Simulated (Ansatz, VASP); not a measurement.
## LiCl in VASP and in Ansatz

The input INCAR:

```
  ALGO = Normal
  EDIFF = 1E-7
  EDIFFG = -0.005
  ENCUT = 600
  GGA = PS
  IBRION = 2
  ISIF = 3
  ISMEAR = 0
  LASPH = T
  LCHARG = F
  LREAL = F
  LWAVE = F
  NELM = 100
  NSW = 100
  PREC = Accurate
  SIGMA = 0.02
```

File KPOINTS:

```
k-points
0
Gamma
  8 8 8
```

POSCAR

```
LiCl
1.0
    0.0000000000      2.5647700000      2.5647700000
    2.5647700000      0.0000000000      2.5647700000
    2.5647700000      2.5647700000      0.0000000000
Li Cl
1 1
Direct
    0.0000000000      0.0000000000      0.0000000000
    0.5000000000      0.5000000000      0.5000000000
```

Input for Ansatz:

```yaml
crystal:
  lattice:
    - [0.0, 2.56477, 2.56477]
    - [2.56477, 0.0, 2.56477]
    - [2.56477, 2.56477, 0.0]
  atoms:
    - { symbol: Li, position: [0.0, 0.0, 0.0] }
    - { symbol: Cl, position: [0.5, 0.5, 0.5] }
basis:
  ecutwfc: 420
kpoints:
  mp_grid: { grid: [8, 8, 8] }
hamiltonian:
  xc: pbesol
scf:
  occupations: { method: gaussian, width: 0.02 }
output:
  forces: true
  stress: true
  eigenvalues: true
relax:
  adjacent_minimum: "off"
  f_tol: 0.005
  max_steps: 80
  cell: { stress_tol: 0.05 }
```

Alike in both runs: task relaxation of cell and atoms; functional PBEsol; k mesh 8 × 8 × 8; occupations gaussian, width 0.02 eV; no spin polarisation.

|  | VASP | Ansatz |
| --- | --- | --- |
| version | VASP 6.6.1 | Ansatz 0.2.0 |
| potentials or method | VASP PAW PBE potentials, release 64 (Li_sv, Cl), cutoff 600 eV | scalar-relativistic, plane waves, PAW |
| valence electrons in the cell | 10 | 10 |

|  | VASP | Ansatz | Ansatz less VASP |
| --- | --- | --- | --- |
| gap on the k mesh at the Fermi level, each at its own relaxed structure (eV) | 6.37 | 6.35 | -0.016 |
| relaxed volume (Å³/atom) | 16.20 | 16.22 | +0.020 |
| relaxed cell length with the largest relative difference (Å) | 3.578 | 3.580 | +0.0015 |

VASP's potentials were made for PBE, not for PBEsol.

Noted on VASP's run: the cutoff is short for stress, so the pressure is rough.
